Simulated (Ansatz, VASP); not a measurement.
# Sb in VASP and in Ansatz

```
Sb
1.0
     3.34322    0.00000    0.00000
    -1.67161    2.89531    0.00000
     0.00000    0.00000   11.53917
Sb
4
Direct
  0.00000 0.00000 0.00000
  0.00000 0.00000 0.50000
  0.33333 0.66667 0.25000
  0.66667 0.33333 0.75000
```

Alike in both runs: task single point; functional BLYP; k mesh 12 × 12 × 3; occupations fermi-dirac, width 0.1 eV; no spin polarisation.

|  | VASP | Ansatz |
| --- | --- | --- |
| version | VASP 6.6.1 | Ansatz 0.2.0 |
| potentials or method | VASP PAW PBE potentials, release 64 (Sb), cutoff 520 eV | plane waves (420 eV) with PAW, scalar-relativistic |
| valence electrons in the cell | 20 | 60 |

```csv
,VASP,Ansatz,Ansatz less VASP
pressure (GPa),4.7,4.5,-0.19
"traceless stress, the component that is largest in VASP (GPa)",-0.75,-0.72,+0.026
```

VASP's potentials were made for PBE, not for BLYP. VASP's potentials hold 20 valence electrons a cell and Ansatz's 60, so a difference there can come from the potentials and not from the codes.

Neither program's run includes spin-orbit coupling.
